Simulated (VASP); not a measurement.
Input of a VASP 6.6.1 run:

The input POSCAR:

```
AlCu3
1.0
    3.6418163350      0.0000000000      0.0000000000
    0.0000000000      3.6418163350      0.0000000000
    0.0000000000      0.0000000000      3.6418163350
Al Cu
1 3
Direct
    0.0411882386      0.0000000000      0.0000000000
    0.5000000000      0.5000000000      0.0000000000
    0.5000000000      0.0000000000      0.5000000000
    0.0000000000      0.5000000000      0.5000000000
```

File INCAR.step1:

```
SYSTEM = AlCu3
ALGO = Normal
EDIFF = 1E-4
ENCUT = 520
GGA = PE
ISMEAR = 0
LASPH = .TRUE.
LCHARG = .FALSE.
LREAL = .FALSE.
LWAVE = .TRUE.
NBANDS = 26
NELM = 100
PREC = Accurate
SIGMA = 0.15
```

File INCAR.step2:

```
SYSTEM = AlCu3
ALGO = Normal
EDIFF = 1E-6
ENCUT = 520
ISIF = 2
ISMEAR = 0
ISTART = 1
LASPH = .TRUE.
LCHARG = .TRUE.
LELF = .TRUE.
LMIXTAU = .TRUE.
LREAL = .FALSE.
LVHAR = .TRUE.
LWAVE = .FALSE.
METAGGA = R2SCAN
NBANDS = 26
NELM = 100
PREC = Accurate
SIGMA = 0.15
```

The input KPOINTS:

```
k-points
0
G
  14 14 14
  0 0 0
```

Potentials or basis: VASP PAW PBE potentials, release 64 (Al, Cu).

The run is started by

```sh
$ cat potpaw_PBE.64/Al/POTCAR potpaw_PBE.64/Cu/POTCAR > POTCAR
$ cp INCAR.step1 INCAR
$ mpirun -np 1 vasp_std > vasp.out
$ cp INCAR.step2 INCAR
$ mpirun -np 1 vasp_std > vasp.out
```

Q: Predict the band gap on the k mesh.

A: Zero (bands 18 and 19 overlap by 5.88 eV).

Q: Predict the pressure.

A: 1.2 GPa.

Q: Estimate the largest force.

A: 1.128 eV/Å.

Forces in eV/Å, atoms in the order of the input:
```
Al  -1.128  0.000  0.000
Cu   0.536  0.000  0.000
Cu   0.536  0.000  0.000
Cu   0.056  0.000  0.000
```

Caveat: the cell differs from its parent crystal (atom 1 (Al) moved -0.150 Å towards its neighbour atom 1 (Al) at 3.642 Å); the PAW data sets were made with another functional, which shifts forces and pressure a little.
